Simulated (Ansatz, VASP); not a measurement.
**NaH in VASP and in Ansatz**

```xyz
4
Lattice="3.8193 0.0000 0.0000 -1.9096 3.3076 0.0000 0.0000 0.0000 4.9202" Properties=species:S:1:pos:R:3 pbc="T T T"
Na    0.0000    2.2051   -0.3075
Na    1.9096    1.1025    2.1526
H     0.0000    2.2051    2.1526
H     1.9096    1.1025    4.6127
```

Change from the starting cell: epitaxial_xy strain -3.4%.

Alike in both runs: task single point; functional r2SCAN; k mesh 12 × 12 × 6; no spin polarisation.

|  | VASP | Ansatz |
| --- | --- | --- |
| version | VASP 6.6.1 | Ansatz 0.2.0 |
| potentials or method | VASP PAW PBE potentials, release 64 (Na_pv, H) | plane waves, PAW |
| plane-wave cutoff (eV) | 520 | 500 |
| occupations | gaussian, width 0.01 eV | fixed |
| valence electrons in the cell | 16 | 20 |

```tsv
	VASP	Ansatz	Ansatz less VASP
gap on the k mesh at the Fermi level (eV)	3.92	3.91	-0.007
pressure (GPa)	1.1	1.2	+0.11
traceless stress, the component that is largest in VASP (GPa)	-1.32	-1.15	+0.167
```

VASP's potentials were made for PBE, not for r2SCAN. VASP's potentials hold 16 valence electrons a cell and Ansatz's 20, so a difference there can come from the potentials and not from the codes.
